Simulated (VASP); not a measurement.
# SiB4Mo (Cmmm) in VASP: notebook, part 2 of 2

VASP 6.6.1. Earlier steps stand in the parts before.

## 3. Single point, PBE

This run uses another cell than the first one, of 12.48 Å³/atom.

INCAR reads:

```
PREC     = Accurate       # precision mode
ENCUT    = 520            # plane-wave cutoff, eV
EDIFF    = 1E-6           # SCF threshold, eV
ISMEAR   = 0              # smearing method
SIGMA    = 0.1            # smearing width, eV
LREAL    = False          # projectors in reciprocal space
LASPH    = True           # aspherical terms in the spheres
NELM     = 80             # most SCF steps
ALGO     = Normal         # electronic algorithm
ISIF     = 2              # what is computed and relaxed
LWAVE    = False          # write WAVECAR
LCHARG   = False          # write CHGCAR
GGA      = PE             # functional
NBANDS   = 24             # bands
```

KPOINTS reads:

```
Automatic mesh
0
Gamma
  4 4 6
```

POSCAR reads:

```
SiB4Mo
1.0
    3.1151178000     -3.6055790800      0.0000000000
    3.1151178000      3.6055790800      0.0000000000
    0.0000000000      0.0000000000      3.3332018700
Si B Mo
1 4 1
Direct
    0.0000000000      0.0000000000      0.5000000000
    0.0145117000      0.2932447000      0.0000000000
    0.9854883000      0.7067553000      0.0000000000
    0.2932447000      0.0145117000      0.0000000000
    0.7067553000      0.9854883000      0.0000000000
    0.5000000000      0.5000000000      0.0000000000
```

Potentials or basis: VASP PAW PBE potentials, release 64 (Si, B, Mo_sv).

Started as:

```bash
cat potpaw_PBE.64/Si/POTCAR potpaw_PBE.64/B/POTCAR potpaw_PBE.64/Mo_sv/POTCAR > POTCAR
mpirun -np 1 vasp_std > vasp.out
```

OUTCAR:

```text
PREC = Accurate
   ENCUT = 520
   EDIFF = 1E-6
   ISMEAR = 0
   LREAL = False
   LASPH = True
   NELM = 80
   ISIF = 2
   GGA = PE

 ion  position               nearest neighbor table
   1  0.000  0.000  0.500-   2 2.17   3 2.17   4 2.17   5 2.17   2 2.17   3 2.17   4 2.17   5 2.17

   2  0.015  0.293  0.000-   5 1.92   3 2.00   4 2.01   1 2.17   1 2.17   6 2.38   6 2.77
   3  0.985  0.707  0.000-   4 1.92   2 2.00   5 2.01   1 2.17   1 2.17   6 2.38   6 2.77
   4  0.293  0.015  0.000-   3 1.92   5 2.00   2 2.01   1 2.17   1 2.17   6 2.38   6 2.77
   5  0.707  0.985  0.000-   2 1.92   4 2.00   3 2.01   1 2.17   1 2.17   6 2.38   6 2.77
   6  0.500  0.500  0.000-   2 2.38   3 2.38   4 2.38   5 2.38   2 2.77   4 2.77   5 2.77   3 2.77

  LATTYP: Found a base centered orthorhombic cell.
 ALAT       =     6.2302356000
 B/A-ratio  =     1.1574455001
 C/A-ratio  =     0.5350041449

  Lattice vectors:

 A1 = (   3.1151178000,  -3.6055790800,   0.0000000000)
 A2 = (   3.1151178000,   3.6055790800,   0.0000000000)
 A3 = (   0.0000000000,   0.0000000000,   3.3332018700)

Analysis of symmetry for initial positions (statically):
=====================================================================
 Subroutine PRICEL returns:
 Original cell was already a primitive cell.

 Routine SETGRP: Setting up the symmetry group for a
 base centered orthorhombic supercell.

 Subroutine GETGRP returns: Found  8 space group operations
 (whereof  8 operations were pure point group operations)
 out of a pool of  8 trial point group operations.

The static configuration has the point symmetry D_2h.

Analysis of symmetry for dynamics (positions and initial velocities):
=====================================================================
 Subroutine PRICEL returns:
 Original cell was already a primitive cell.

 Routine SETGRP: Setting up the symmetry group for a
 base centered orthorhombic supercell.

 Subroutine GETGRP returns: Found  8 space group operations
 (whereof  8 operations were pure point group operations)
[... 133 lines left out ...]
  Thomas-Fermi vector in A             =   2.342545
   LORBIT       =      0    0 simple, 1 ext, 2 COOP (PROOUT), +10 PAW based schemes
   GGA     = PE    functional components
   LHFCALC =     F    Hartree Fock is set to
   AEXX    =    0.0000 exact exchange contribution
   IVDW    =     0    specifies the selected vdW correction
   LEPSILON=     F    determine dielectric tensor
   LRPA    =     F    only Hartree local field effects (RPA)
 non-spin polarized calculation
 Gauss-broadening in eV      SIGMA  =   0.10
  energy-cutoff  :      520.00
  volume of cell :       74.88
 maximum number of plane-waves:      2044
   NGX = 17   NGY = 17   NGZ = 13

 number of electron      30.0000000 magnetization

 Free energy of the ion-electron system (eV)
  ---------------------------------------------------
  ext. energy  EPLUGINS =         0.00000000
  ---------------------------------------------------
  free energy    TOTEN  =       -38.04549020 eV

  energy without entropy =      -38.02530487  energy(sigma->0) =      -38.03539754

 E-fermi :   6.4901     XC(G=0): -10.8461

 val. band max:        6.4781150080   @ k =  -0.2500   0.2500   0.1667
 cond. band min:       6.4922152533   @ k =   0.5000   0.5000   0.5000
 fundamental gap:      0.0141002453
 Fermi energy:         6.4900899878

 k-point     1 :       0.0000    0.0000    0.0000
  band No.  band energies     occupation
      1     -54.6946      2.00000
      2     -28.8574      2.00000
      3     -28.8197      2.00000
      4     -28.5533      2.00000
      5      -7.8062      2.00000
      6      -1.0503      2.00000
[... 637 lines left out ...]
     23      13.2699      0.00000
     24      13.3808      0.00000

 [... further k-points ...]

------------------------ aborting loop because EDIFF is reached ----------------------------------------

  FORCE on cell =-STRESS in cart. coord.  units (eV):
  Direction    XX          YY          ZZ          XY          YZ          ZX
  --------------------------------------------------------------------------------------
  -------------------------------------------------------------------------------------
  Total      -19.4268210    -11.6175836     -4.2204794     -0.0000000      0.0000000      0.0000000
  in kB     -415.6915623   -248.5909276    -90.3090464     -0.0000000      0.0000000      0.0000000
  external PRESSURE =    -251.5305121 kB  Pullay stress =       0.0000000 kB

 VOLUME and BASIS-vectors are now :
 -----------------------------------------------------------------------------
  energy-cutoff  :      520.00
  volume of cell :       74.88
      direct lattice vectors                 reciprocal lattice vectors
     3.115117800 -3.605579080  0.000000000     0.160507574 -0.138673980  0.000000000
     3.115117800  3.605579080  0.000000000     0.160507574  0.138673980  0.000000000
     0.000000000  0.000000000  3.333201870     0.000000000  0.000000000  0.300011832

 POSITION                                       TOTAL-FORCE (eV/Angst)
 -----------------------------------------------------------------------------------
      0.00000      0.00000      1.66660        -0.000000      0.000000      0.000000
      0.95870      1.00499      0.00000        -0.087071      1.936742      0.000000
      5.27154     -1.00499      0.00000         0.087071     -1.936742      0.000000
      0.95870     -1.00499      0.00000        -0.087071     -1.936742      0.000000
      5.27154      1.00499      0.00000         0.087071      1.936742      0.000000
      3.11512      0.00000      0.00000        -0.000000      0.000000      0.000000
 -----------------------------------------------------------------------------------
    total drift:                                0.000000      0.000000      0.000000

  FREE ENERGIE OF THE ION-ELECTRON SYSTEM (eV)
  ---------------------------------------------------
  free  energy   TOTEN  =       -38.0454902025 eV

  energy  without entropy=      -38.0253048742  energy(sigma->0) =      -38.03539754
```

Run time: 73 s. Hardware: 1 thread of Intel Xeon 8259CL, shared host; peak memory 0.21 GiB.

Results:

* Free energy: -38.0455 eV
* Pressure: -25.2 GPa
* Largest force: 1.939 eV/Å
* Band gap on the k mesh: zero (bands 15 and 16 overlap by 1.76 eV)

Forces on the atoms (eV/Å):
```
Si   0.000  0.000  0.000
B   -0.087  1.937  0.000
B    0.087 -1.937  0.000
B   -0.087 -1.937  0.000
B    0.087  1.937  0.000
Mo   0.000  0.000  0.000
```

Caveat: the cell stands under tension; forces of over 1 eV/Å act on the atoms, so gaps and moduli don't describe the material at rest.

## 4. Relaxation of cell and atoms, PBE

This run uses another cell than the first one, of 12.48 Å³/atom.

INCAR reads:

```
SYSTEM = SiB4Mo
ALGO     = Normal         ! electronic algorithm
EDIFF    = 1E-6           ! SCF threshold, eV
EDIFFG   = -0.04          ! ionic threshold
ENCUT    = 600            ! plane-wave cutoff, eV
GGA      = PE             ! functional
IBRION   = 2              ! ionic algorithm
ISIF     = 3              ! what is computed and relaxed
ISMEAR   = 0              ! smearing method
LASPH    = .True.         ! aspherical terms in the spheres
LCHARG   = .False.        ! write CHGCAR
LREAL    = .False.        ! projectors in reciprocal space
LWAVE    = .False.        ! write WAVECAR
NELM     = 80             ! most SCF steps
NSW      = 90             ! ionic steps
PREC     = Accurate       ! precision mode
SIGMA    = 0.1            ! smearing width, eV
```

KPOINTS reads:

```
k-points
0
Gamma
  4 4 6
  0 0 0
```

POSCAR is that of step 3.

Started as:

```bash
cat potpaw_PBE.64/Si/POTCAR potpaw_PBE.64/B/POTCAR potpaw_PBE.64/Mo_sv/POTCAR > POTCAR
mpirun -np 1 vasp_std > vasp.out
```

Run time: 11 min. Hardware: 1 thread of Intel Xeon 8259CL, shared host; peak memory 0.25 GiB.

The run converged. Its results:

* Free energy: -41.4735 eV
* Relaxed volume: 10.31 Å³/atom
* Relaxed cell: a = 4.501 Å, b = 4.501 Å, c = 3.154 Å, α = 90.00°, β = 90.00°, γ = 104.45°
* Space group after relaxing (to 0.1 Å): Cmmm (No. 65)
* Energy gained by relaxing: 570.8 meV/atom
* Ionic steps: 14
* Pressure after relaxing: 0.2 GPa
* Largest force after relaxing: 0.022 eV/Å
* Band gap on the k mesh: zero (bands 15 and 16 overlap by 2.15 eV)

Forces on the atoms (eV/Å):
```
Si   0.000  0.000  0.000
B    0.021  0.003  0.000
B   -0.021 -0.003  0.000
B    0.021 -0.003  0.000
B   -0.021  0.003  0.000
Mo   0.000  0.000  0.000
```

Stress tensor (GPa, compression positive):
```
0.10 0.00 0.00
0.00 0.24 0.00
0.00 0.00 0.32
```

The path:
| step | energy change (eV) | largest force (eV/Å) | pressure (GPa) | volume (Å³) |
| --- | --- | --- | --- | --- |
| 1 | 0.0000 | 1.9374 | -25.17 | 74.88 |
| 2 | -1.6430 | 2.6869 | 33.60 | 55.32 |
| 3 | -2.1319 | 2.6809 | 7.05 | 60.47 |
| 4 | -3.0196 | 1.4857 | 12.93 | 59.39 |
| 5 | -3.0226 | 1.3882 | 12.45 | 59.44 |
| 6 | -3.1166 | 2.7836 | -6.27 | 65.13 |
| 7 | -3.3677 | 0.8135 | 0.52 | 62.49 |
| 8 | -3.3620 | 1.1121 | -4.69 | 63.51 |
| 9 | -3.4088 | 0.1762 | -2.19 | 62.99 |
| 10 | -3.4240 | 0.0887 | -0.47 | 62.15 |
| 11 | -3.4241 | 0.0965 | -0.32 | 62.08 |
| 12 | -3.4246 | 0.1207 | 0.18 | 61.90 |
| 13 | -3.4248 | 0.0732 | 0.01 | 61.96 |
| 14 | -3.4251 | 0.0216 | 0.22 | 61.88 |

Final structure:
```yaml
crystal:
  lattice:
    - [2.75718, -3.55802, 0.00000]
    - [2.75718, 3.55802, 0.00000]
    - [0.00000, 0.00000, 3.15402]
  atoms:
    - { symbol: Si, position: [0.00000, 0.00000, 0.50000] }
    - { symbol: B, position: [0.96780, 0.31855, 0.00000] }
    - { symbol: B, position: [0.03220, 0.68145, 0.00000] }
    - { symbol: B, position: [0.31855, 0.96780, 0.00000] }
    - { symbol: B, position: [0.68145, 0.03220, 0.00000] }
    - { symbol: Mo, position: [0.50000, 0.50000, 0.00000] }
```

Levels at points of the mesh, in eV from the Fermi level:
```tsv
k point	band 13	band 14	band 15	band 16	band 17	band 18
(0.00, 0.00, 0.00)	-2.09	0.11	0.39	1.84	2.19	2.41
(0.50, 0.00, 0.00)	-2.29	-0.57	0.36	1.39	2.21	2.52
(0.50, 0.50, 0.00)	-1.89	-1.82	-0.80	-0.65	2.04	2.24
(0.00, 0.00, 0.50)	-3.25	-1.33	-1.32	-0.76	1.25	2.11
(0.50, 0.00, 0.50)	-2.54	-2.44	-1.95	-0.98	2.14	2.54
(0.50, 0.50, 0.50)	-2.82	-0.21	-0.02	0.12	1.19	1.63
```

Caveat: the volume moved by over 15 % at a fixed basis, so the end points are rough.

## 5. Single point, PBE

INCAR reads:

```
PREC = Accurate
ENCUT = 520
EDIFF = 1E-7
ISMEAR = 0
SIGMA = 0.1
LREAL = False
LASPH = True
NELM = 60
ALGO = Normal
ISIF = 2
LWAVE = False
LCHARG = False
GGA = PE
NBANDS = 24
```

KPOINTS reads:

```
Automatic mesh
0
Gamma
  10 10 12
```

POSCAR reads:

```
SiB4Mo
1.0
    2.7576436810     -3.5702223843      0.0000000000
    2.7576436810      3.5702223843      0.0000000000
    0.0000000000      0.0000000000      3.1485799558
Si B Mo
1 4 1
Direct
    0.0000000000      0.0000000000      0.5000000000
    0.9675658877      0.3186822501      0.0000000000
    0.0324341123      0.6813177499      0.0000000000
    0.3186822501      0.9675658877      0.0000000000
    0.6813177499      0.0324341123      0.0000000000
    0.5000000000      0.5000000000      0.0000000000
```

Started as:

```bash
cat potpaw_PBE.64/Si/POTCAR potpaw_PBE.64/B/POTCAR potpaw_PBE.64/Mo_sv/POTCAR > POTCAR
mpirun -np 1 vasp_std > vasp.out
```

Run time: 6.8 min. Hardware: 1 thread of Intel Xeon 8259CL, shared host; peak memory 0.41 GiB.

It converged, with:

```yaml
Free_energy: -41.4362 eV
Pressure: 0.1 GPa
Largest_force: 0.007 eV/Å
Band_gap_on_the_k_mesh: zero (bands 15 and 16 overlap by 2.12 eV)
```

Forces on the atoms (eV/Å):
```
Si   0.000  0.000  0.000
B    0.005 -0.005  0.000
B   -0.005  0.005  0.000
B    0.005  0.005  0.000
B   -0.005 -0.005  0.000
Mo   0.000  0.000  0.000
```

Stress tensor (GPa, compression positive):
```
 0.24  0.00  0.00
 0.00  0.12  0.00
 0.00  0.00 -0.08
```

Levels at points of the mesh, in eV from the Fermi level:
```
           k point  band 11  band 12  band 13  band 14  band 15  band 16  band 17  band 18  band 19  band 20
(0.00, 0.00, 0.00)    -3.39    -2.50    -2.11     0.20     0.47     1.89     2.27     2.40     3.26     4.23
(0.50, 0.00, 0.00)    -3.21    -3.00    -2.20    -0.49     0.43     1.46     2.31     2.53     2.63     3.87
(0.50, 0.50, 0.00)    -2.33    -2.16    -1.79    -1.78    -0.71    -0.62     2.10     2.25     2.67     4.11
(0.00, 0.00, 0.50)    -3.63    -3.26    -3.19    -1.28    -1.26    -0.78     1.29     2.19     2.56     2.70
(0.50, 0.00, 0.50)    -4.23    -2.72    -2.47    -2.38    -1.94    -0.91     2.17     2.60     3.76     4.30
(0.50, 0.50, 0.50)    -5.24    -3.44    -2.79    -0.17     0.03     0.16     1.28     1.68     3.09     3.78
```

## 6. The runs side by side

```tsv
task	cell	k mesh	cutoff (eV)	gap on the mesh (eV)	pressure (GPa)	largest force (eV/Å)
single point	a = 4.502, b = 4.502, c = 3.158 Å, angles 90.0, 90.0, 104.5°, 6 atoms, atomic positions A	4 × 4 × 6	520	none	0.0	0.01
single point	a = 4.765, b = 4.765, c = 3.333 Å, angles 90.0, 90.0, 98.3°, 6 atoms, atomic positions B	4 × 4 × 6	520	none	-25.2	1.94
relaxation of cell and atoms	relaxed from a = 4.765, b = 4.765, c = 3.333 Å, angles 90.0, 90.0, 98.3°, 6 atoms, atomic positions B	4 × 4 × 6	600	none	0.2	0.02
single point	a = 4.511, b = 4.511, c = 3.149 Å, angles 90.0, 90.0, 104.6°, 6 atoms, atomic positions A	10 × 10 × 12	520	none	0.1	0.01
```

Alike in all rows: level PBE; potentials or basis VASP PAW PBE potentials, release 64 (Si, B, Mo_sv); no spin polarisation; smearing gaussian 0.1 eV.

Caveats: some runs use coarse meshes; the cell stands under tension (at least some runs); forces of over 1 eV/Å act on the atoms, so gaps and moduli don't describe the material at rest (at least some runs); the volume moved by over 15 % at a fixed basis, so the end points are rough (at least some runs).

Absolute energies hang on the potentials; compare differences alone.
